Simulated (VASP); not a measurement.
A run of VASP 6.6.1:

INCAR

```
  ALGO = Normal
  EDIFF = 1E-7
  EDIFFG = -0.04
  ENCUT = 600
  GGA = PE
  IBRION = 2
  ISIF = 3
  ISMEAR = 0
  LASPH = T
  LCHARG = F
  LREAL = F
  LWAVE = F
  NELM = 60
  NSW = 90
  PREC = Accurate
  SIGMA = 0.1
```

Contents of KPOINTS:

```
k-points
0
Gamma
  4 4 4
```

POSCAR

```
GaSb
1.0
   -4.0895228700      4.0895228700      4.0895228700
    4.0895228700     -4.0895228700      4.0895228700
    4.0895228700      4.0895228700     -4.0895228700
Ga Sb
4 4
Direct
    0.3171980400      0.3171980400      0.3171980400
    0.0000000000      0.0000000000      0.6828019600
    0.0000000000      0.6828019600      0.0000000000
    0.6828019600      0.0000000000      0.0000000000
    0.6828019600      0.6828019600      0.6828019600
    0.0000000000      0.0000000000      0.3171980400
    0.0000000000      0.3171980400      0.0000000000
    0.3171980400      0.0000000000      0.0000000000
```

Potentials or basis: VASP PAW PBE potentials, release 64 (Ga_d, Sb).

Run with:

```console
$ cat potpaw_PBE.64/Ga_d/POTCAR potpaw_PBE.64/Sb/POTCAR > POTCAR
$ mpirun -np 1 vasp_std > vasp.out
```

Hardware: 1 thread of Intel Xeon 8259CL (shared host).

How long does it take, and how much memory?

Wall time 40 min on 1 thread of Intel Xeon 8259CL, on a shared host, peak memory 0.58 GiB. Counts: scf iterations 98, k points 8, ion steps 10.
